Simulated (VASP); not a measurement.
# BaTiO3 (P4mm) in VASP: relaxation of cell and atoms with LDA

Aim: the relaxation of cell and atoms of BaTiO3 with LDA.

Everything below comes from runs of VASP 6.6.1. Logs are shortened: lines on timing, memory, paths and dates and some standing lists are left out, and cuts for length are marked.

**1. The cell of the first run**

Symmetry: P4mm, No. 99, tetragonal system. The conventional cell has a = 3.985 Å, b = 3.985 Å, c = 4.202 Å, α = 90.00°, β = 90.00°, γ = 90.00°. Ba (site symmetry 4mm) has 12 O at 2.80 to 2.99 Å and 8 Ti at 3.47 to 3.56 Å within 3.7 Å. Within 2.4 Å of Ti (site symmetry 4mm) lie 6 O at 1.81 to 2.39 Å. Within 2.4 Å of O (site symmetry 4mm) lie 2 Ti at 1.81 to 2.39 Å. O (site symmetry 2mm) has 2 Ti at 2.00 Å and 4 Ba at 2.80 to 2.99 Å and 8 O at 2.82 to 2.96 Å within 3.0 Å.

**2. Relaxation of cell and atoms, LDA**

File INCAR:

```
  PREC = Accurate
  ENCUT = 600
  EDIFF = 1E-7
  ISMEAR = 0
  SIGMA = 0.02
  LREAL = F
  LASPH = T
  NELM = 120
  ALGO = Normal
  ISIF = 3
  LWAVE = F
  LCHARG = F
  IBRION = 2
  NSW = 70
  EDIFFG = -0.005
  GGA_COMPAT = F
  NELMIN = 4
```

File KPOINTS:

```
Automatic mesh
0
Gamma
  8 8 8
```

File POSCAR:

```
BaTiO3
1.0
    3.9852569840      0.0000000000      0.0000000000
    0.0000000000      3.9852569840      0.0000000000
    0.0000000000      0.0000000000      4.2022179547
Ba Ti O
1 1 3
Direct
    0.0000000000      0.0000000000     -0.0106979926
    0.5000000000      0.5000000000      0.4720516423
    0.5000000000      0.5000000000      0.0408797490
    0.5000000000      0.0000000000      0.5203833006
    0.0000000000      0.5000000000      0.5203833006
```

Potentials or basis: VASP PAW LDA potentials, release 64 (Ba_sv, Ti_sv, O).

Command:

```
$ cat potpaw_LDA.64/Ba_sv/POTCAR potpaw_LDA.64/Ti_sv/POTCAR potpaw_LDA.64/O/POTCAR > POTCAR
$ mpirun -np 1 vasp_std > vasp.out
```

OUTCAR:

```text
PREC = Accurate
   ENCUT = 600
   EDIFF = 1E-7
   ISMEAR = 0
   LREAL = F
   LASPH = T
   NELM = 120
   ISIF = 3
   IBRION = 2
   NSW = 70
   EDIFFG = -0.005
   NELMIN = 4

 ion  position               nearest neighbor table
   1  0.000  0.000  0.989-   4 2.80   5 2.80   5 2.80   4 2.80   3 2.83   3 2.83   3 2.83   3 2.83
                             4 2.99   5 2.99   5 2.99   4 2.99   2 3.47   2 3.47   2 3.47   2 3.47
   2  0.500  0.500  0.472-   3 1.81   4 2.00   5 2.00   4 2.00   5 2.00   3 2.39   1 3.47   1 3.47
                             1 3.47   1 3.47   1 3.56   1 3.56   1 3.56   1 3.56
   3  0.500  0.500  0.041-   2 1.81   2 2.39   1 2.83   1 2.83   1 2.83   1 2.83
   4  0.500  0.000  0.520-   2 2.00   2 2.00   1 2.80   1 2.80   1 2.99   1 2.99
   5  0.000  0.500  0.520-   2 2.00   2 2.00   1 2.80   1 2.80   1 2.99   1 2.99

  LATTYP: Found a simple tetragonal cell.
 ALAT       =     3.9852569840
 C/A-ratio  =     1.0544408984

  Lattice vectors:

 A1 = (   3.9852569840,   0.0000000000,   0.0000000000)
 A2 = (   0.0000000000,   3.9852569840,   0.0000000000)
 A3 = (   0.0000000000,   0.0000000000,   4.2022179547)

Analysis of symmetry for initial positions (statically):
=====================================================================
 Subroutine PRICEL returns:
 Original cell was already a primitive cell.

 Routine SETGRP: Setting up the symmetry group for a
 simple tetragonal supercell.

 Subroutine GETGRP returns: Found  8 space group operations
 (whereof  8 operations were pure point group operations)
 out of a pool of 16 trial point group operations.

The static configuration has the point symmetry C_4v.

Analysis of symmetry for dynamics (positions and initial velocities):
=====================================================================
 Subroutine PRICEL returns:
 Original cell was already a primitive cell.

 Routine SETGRP: Setting up the symmetry group for a
 simple tetragonal supercell.

 Subroutine GETGRP returns: Found  8 space group operations
 (whereof  8 operations were pure point group operations)
 out of a pool of 16 trial point group operations.

The dynamic configuration has the point symmetry C_4v.

 Subroutine INISYM returns: Found  8 space group operations
 (whereof  8 operations are pure point group operations),
 and found     1 'primitive' translations

----------------------------------------------------------------------------------------

                                     Primitive cell

  volume of cell :      66.7408

  direct lattice vectors                    reciprocal lattice vectors
     3.985256984  0.000000000  0.000000000     0.250924847  0.000000000  0.000000000
     0.000000000  3.985256984  0.000000000     0.000000000  0.250924847  0.000000000
     0.000000000  0.000000000  4.202217955     0.000000000  0.000000000  0.237969570

  length of vectors
     3.985256984  3.985256984  4.202217955     0.250924847  0.250924847  0.237969570

  position of ions in fractional coordinates (direct lattice)
     0.000000000  0.000000000  0.989302007
     0.500000000  0.500000000  0.472051642
     0.500000000  0.500000000  0.040879749
     0.500000000  0.000000000  0.520383301
     0.000000000  0.500000000  0.520383301

  ion indices of the primitive-cell ions
   primitive index   ion index
                 1           1
                 2           2
                 3           3
                 4           4
                 5           5

----------------------------------------------------------------------------------------

 KPOINTS: Automatic mesh

Automatic generation of k-mesh.
 Grid dimensions read from file:
 generate k-points for:    8    8    8

 Generating k-lattice:

  Cartesian coordinates                     Fractional coordinates (reciprocal lattice)
     0.031365606  0.000000000  0.000000000     0.125000000  0.000000000  0.000000000
     0.000000000  0.031365606  0.000000000     0.000000000  0.125000000  0.000000000
     0.000000000  0.000000000  0.029746196     0.000000000  0.000000000  0.125000000

  Length of vectors
     0.031365606  0.031365606  0.029746196

  Shift w.r.t. Gamma in fractional coordinates (k-lattice)
     0.000000000  0.000000000  0.000000000

 Subroutine IBZKPT returns following result:
 ===========================================

 Found     75 irreducible k-points:

 Following reciprocal coordinates:
            Coordinates               Weight
  0.000000  0.000000  0.000000      1.000000
  0.125000  0.000000  0.000000      4.000000
  0.250000  0.000000  0.000000      4.000000
  0.375000  0.000000  0.000000      4.000000
  0.500000  0.000000  0.000000      2.000000
  0.125000  0.125000  0.000000      4.000000
[... 16 lines left out ...]
  0.375000  0.125000  0.125000     16.000000
  0.500000  0.125000  0.125000      8.000000
 [... further k-points ...]
   k-points           NKPTS =     75   k-points in BZ     NKDIM =     75   number of bands    NBANDS=     24
   number of dos      NEDOS =    301   number of ions     NIONS =      5
   total plane-waves  NPLWV =  36864
   dimension x,y,z NGX =    32 NGY =   32 NGZ =   36
   dimension x,y,z NGXF=    64 NGYF=   64 NGZF=   72
   ions per type =               1   1   3
   NGX,Y,Z   is equivalent  to a cutoff of  13.35, 13.35, 14.24 a.u.
   NGXF,Y,Z  is equivalent  to a cutoff of  26.70, 26.70, 28.48 a.u.
 SYSTEM =  unknown system
   PREC   = accura    normal or accurate (medium, high low for compatibility)
   ISTART =      0    job   : 0-new  1-cont  2-samecut
   ICHARG =      2    charge: 1-file 2-atom 10-const
   ISPIN  =      1    spin polarized calculation?
   LNONCOLLINEAR =      F non collinear calculations
   LSORBIT =      F    spin-orbit coupling
   LASPH  =      T    aspherical Exc in radial PAW
   ENCUT  =  600.0 eV  44.10 Ry    6.64 a.u.   7.96  7.96  8.39*2*pi/ulx,y,z
   NELM   =    120;   NELMIN=  4; NELMDL= -5     # of ELM steps
   EDIFF  = 0.1E-06   stopping-criterion for ELM
   LREAL  =      F    real-space projection
   EDIFFG = -.5E-02   stopping-criterion for IOM
   NSW    =     70    number of steps for IOM
   IBRION =      2    ionic relax: 0-MD 1-quasi-New 2-CG
   NFREE  =      1    steps in history (QN), initial steepest desc. (CG)
   ISIF   =      3    stress and relaxation
   ISYM   =      2    0-nonsym 1-usesym 2-fastsym
   POTIM  = 0.5000    time-step for ionic-motion
   TEBEG  =    0.0;   TEEND  =   0.0 temperature during run
   PSTRESS=    0.0 pullay stress
   NELECT =      40.0000    total number of electrons
   NUPDOWN=      -1.0000    fix difference up-down
   EMIN   =  10.00;   EMAX   =-10.00  energy-range for DOS
   EFERMI =   0.00;   METHOD = LEGACY
   ISMEAR =     0;   SIGMA  =   0.02  broadening in eV -4-tet -1-fermi 0-gaus
   EFERMI_NEDOS =   21; number of points for ismear=-14 and -15
   IALGO  =     38    algorithm
   IMIX   =      4    mixing-type and parameters
     AMIX     =   0.40;   BMIX     =  1.00
     AMIX_MAG =   1.60;   BMIX_MAG =  1.00
  volume/ion in A,a.u.               =      13.35        90.08
  Fermi-wavevector in a.u.,A,eV,Ry     =   1.380271  2.608334 25.921119  1.905148
  Thomas-Fermi vector in A             =   2.505164
   LORBIT       =      0    0 simple, 1 ext, 2 COOP (PROOUT), +10 PAW based schemes
   GGA     = CA    functional components
   LHFCALC =     F    Hartree Fock is set to
   AEXX    =    0.0000 exact exchange contribution
   IVDW    =     0    specifies the selected vdW correction
   LEPSILON=     F    determine dielectric tensor
   LRPA    =     F    only Hartree local field effects (RPA)
 conjugate gradient relaxation of ions
 non-spin polarized calculation
 Gauss-broadening in eV      SIGMA  =   0.02
  energy-cutoff  :      600.00
  volume of cell :       66.74
 maximum number of plane-waves:      2260
 NGX is ok and might be reduce to    32
   NGX = 15   NGY = 15   NGZ = 17

--------------------------------------- Ionic step        1  -------------------------------------------

 number of electron      39.9999988 magnetization

 Free energy of the ion-electron system (eV)
  ---------------------------------------------------
  ext. energy  EPLUGINS =         0.00000000
  ---------------------------------------------------
  free energy    TOTEN  =       -44.04486885 eV

  energy without entropy =      -44.04486885  energy(sigma->0) =      -44.04486885

------------------------ aborting loop because EDIFF is reached ----------------------------------------

  FORCE on cell =-STRESS in cart. coord.  units (eV):
  Direction    XX          YY          ZZ          XY          YZ          ZX
  --------------------------------------------------------------------------------------
  -------------------------------------------------------------------------------------
  Total       -3.6836636     -3.6836636     -3.4792420      0.0000000     -0.0000000      0.0000000
  in kB      -88.4299356    -88.4299356    -83.5225951      0.0000000     -0.0000000      0.0000000
  external PRESSURE =     -86.7941554 kB  Pullay stress =       0.0000000 kB
[... 98 lines left out ...]
  FREE ENERGIE OF THE ION-ELECTRON SYSTEM (eV)
  ---------------------------------------------------
  free  energy   TOTEN  =       -44.1407481867 eV

  energy  without entropy=      -44.1407481867  energy(sigma->0) =      -44.14074819

[... ionic steps 4 to 17 ...]

--------------------------------------- Ionic step       18  -------------------------------------------

 number of electron      39.9999983 magnetization

------------------------ aborting loop because EDIFF is reached ----------------------------------------
[... 73 lines left out ...]
--------------------------------------- Ionic step       20  -------------------------------------------

 number of electron      39.9999983 magnetization

 Free energy of the ion-electron system (eV)
  ---------------------------------------------------
  ext. energy  EPLUGINS =         0.00000000
  ---------------------------------------------------
  free energy    TOTEN  =       -44.18099456 eV

  energy without entropy =      -44.18099456  energy(sigma->0) =      -44.18099456

 E-fermi :   3.9694     XC(G=0): -11.9073

 val. band max:        3.8509255393   @ k =   0.5000   0.5000   0.5000
 cond. band min:       5.6029708284   @ k =   0.0000   0.0000   0.0000
 fundamental gap:      1.7520452891
 Fermi energy:         3.9694366890

 k-point     1 :       0.0000    0.0000    0.0000
  band No.  band energies     occupation
      1     -51.8502      2.00000
      2     -28.5290      2.00000
      3     -28.4876      2.00000
      4     -28.4876      2.00000
      5     -20.8088      2.00000
      6     -12.8609      2.00000
[... 637 lines left out ...]
     23       7.5750      0.00000
     24       8.7881      0.00000

 [... further k-points ...]

------------------------ aborting loop because EDIFF is reached ----------------------------------------

  FORCE on cell =-STRESS in cart. coord.  units (eV):
  Direction    XX          YY          ZZ          XY          YZ          ZX
  --------------------------------------------------------------------------------------
  -------------------------------------------------------------------------------------
  Total        0.0061395      0.0061395      0.0093637      0.0000000      0.0000000      0.0000000
  in kB        0.1587326      0.1587326      0.2420898      0.0000000      0.0000000      0.0000000
  external PRESSURE =       0.1865184 kB  Pullay stress =       0.0000000 kB
[... 20 lines left out ...]
  FREE ENERGIE OF THE ION-ELECTRON SYSTEM (eV)
  ---------------------------------------------------
  free  energy   TOTEN  =       -44.1809945623 eV

  energy  without entropy=      -44.1809945623  energy(sigma->0) =      -44.18099456

 reached required accuracy - stopping structural energy minimisation
```

Run time: 37 min. Hardware: 1 thread of Oxide Virtual Turin-like, shared host; peak memory 0.28 GiB.

What came out:

```yaml
Free_energy: -44.1810 eV
Relaxed_volume: 12.39 Å³/atom
Relaxed_cell: a = 3.941 Å, b = 3.941 Å, c = 3.990 Å, α = 90.00°, β = 90.00°, γ = 90.00°
Space_group_after_relaxing_to_0.1_Å: P4mm (No. 99)
Energy_gained_by_relaxing: 27.2 meV/atom
Ionic_steps: 20
Pressure_after_relaxing: 0.0 GPa
Largest_force_after_relaxing: 0.004 eV/Å
Band_gap_on_the_k_mesh: 1.75 eV (least direct gap 2.05 eV)
```

Forces on the atoms (eV/Å):
```
Ba   0.000  0.000 -0.004
Ti   0.000  0.000  0.004
O    0.000  0.000  0.002
O    0.000  0.000 -0.001
O    0.000  0.000 -0.001
```

The path:
```csv
step,energy change (eV),largest force (eV/Å),pressure (GPa),volume (Å³)
1,0.0000,0.1568,-8.68,66.74
2,0.0228,1.6012,11.45,60.00
3,-0.0959,0.6186,-0.23,63.42
4,-0.1094,0.1490,0.07,62.81
5,-0.1095,0.1446,0.05,62.84
6,-0.1198,0.1409,-0.05,62.64
7,-0.1317,0.1291,0.10,62.16
8,-0.1317,0.1411,0.14,62.11
9,-0.1350,0.0713,-0.32,62.13
10,-0.1355,0.0648,-0.59,62.14
11,-0.1343,0.0645,1.27,61.52
12,-0.1360,0.0190,0.06,61.92
13,-0.1361,0.0132,-0.01,61.95
14,-0.1361,0.0134,-0.03,61.97
15,-0.1361,0.0134,-0.05,61.97
16,-0.1361,0.0082,0.09,61.93
17,-0.1361,0.0075,0.03,61.95
18,-0.1361,0.0068,0.01,61.96
19,-0.1361,0.0086,-0.02,61.98
20,-0.1361,0.0042,0.02,61.97
```

Final structure:
```
Ba Ti O
1.0
     3.94097    0.00000    0.00000
     0.00000    3.94097    0.00000
     0.00000    0.00000    3.99001
Ba Ti O
1 1 3
Cartesian
  0.0000 0.0000 0.0079
  1.9705 1.9705 1.9510
  1.9705 1.9705 0.0888
  1.9705 0.0000 2.0544
  3.9410 1.9705 2.0544
```

Levels at points of the mesh, in eV from the valence-band top:
```
           k point  band 18  band 19  band 20  band 21  band 22  band 23
(0.00, 0.00, 0.00)    -0.32    -0.30    -0.30     1.75     2.00     2.00
(0.50, 0.00, 0.00)    -1.81    -1.01    -0.89     2.15     3.66     3.70
(0.50, 0.50, 0.00)    -0.95    -0.95    -0.09     3.72     3.72     4.11
(0.00, 0.00, 0.50)    -2.01    -0.72    -0.72     1.93     3.66     3.66
(0.50, 0.00, 0.50)    -0.92    -0.90    -0.22     3.68     3.68     4.06
(0.50, 0.50, 0.50)    -0.13    -0.13     0.00     4.36     4.36     4.39
```

Caveat: spin-orbit coupling is left out, which moves the levels of the heavy elements.
